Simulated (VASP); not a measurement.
Runs of VASP 6.6.1 on Si. The structure is that of space group P6_3/mmc (No. 194), or close to it. The cells are those of the table. 

```tsv
cell	gap on the mesh (eV)	pressure (GPa)
a = 2.582, b = 2.582, c = 4.802 Å, angles 90.0, 90.0, 120.0°, 2 atoms	none	(b)
a = 2.741, b = 2.741, c = 4.263 Å, angles 90.0, 90.0, 120.0°, 2 atoms	none	-0.5
a = 2.508, b = 2.508, c = 5.089 Å, angles 90.0, 90.0, 120.0°, 2 atoms	none	3.7
a = 2.814, b = 2.814, c = 4.044 Å, angles 90.0, 90.0, 120.0°, 2 atoms	none	(a)
a = 2.623, b = 2.623, c = 4.655 Å, angles 90.0, 90.0, 120.0°, 2 atoms	none	-0.6
a = 2.702, b = 2.702, c = 4.385 Å, angles 90.0, 90.0, 120.0°, 2 atoms	none	-1.1
```

Alike in all rows: task single point; level r2SCAN; potentials or basis VASP PAW PBE potentials, release 64 (Si); no spin polarisation; k mesh 24 × 24 × 12; cutoff (eV) 520; smearing gaussian 0.15 eV.

Question: Fill in the values left out.

Answer: (a) 1.5; (b) 0.3.

Caveats: the PAW data sets were made with another functional, which shifts forces and pressure a little.

A gap of «none» marks levels without a gap at the run's occupations.
